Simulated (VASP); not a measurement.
Here is a VASP 6.6.1 calculation.

Contents of INCAR:

```
PREC = Accurate
ENCUT = 520
EDIFF = 1E-6
ISMEAR = 0
SIGMA = 0.1
LREAL = F
LASPH = T
NELM = 100
ALGO = Normal
ISIF = 2
LWAVE = F
LCHARG = F
GGA = PE
NBANDS = 18
```

KPOINTS

```
regular mesh
0
Gamma
  6 6 6
```

Contents of POSCAR:

```
NbH5
1.0
    0.0000000000      2.4881576857      2.4881576857
    2.4881576857      0.0000000000      2.4881576857
    2.4881576857      2.4881576857      0.0000000000
Nb H
1 5
Direct
    0.0000000000      0.0000000000      0.0000000000
    0.2500000000      0.2500000000      0.2500000000
    0.1229895115      0.6256701628      0.6256701628
    0.6256701628      0.6256701628      0.6256701628
    0.6256701628      0.6256701628      0.1229895115
    0.6256701628      0.1229895115      0.6256701628
```

Potentials or basis: VASP PAW PBE potentials, release 64 (Nb_sv, H).

The run is started by

```console
$ cat potpaw_PBE.64/Nb_sv/POTCAR potpaw_PBE.64/H/POTCAR > POTCAR
$ mpirun -np 1 vasp_std > vasp.out
```

Q: Estimate the pressure.

A: -0.7 GPa.

Q: Estimate the band gap on the k mesh.

A: Zero (band 9 reaches 8.51 eV, above the bottom of band 10 at 8.00 eV).

Caveat: the k points lie up to 0.36 Å⁻¹ apart.
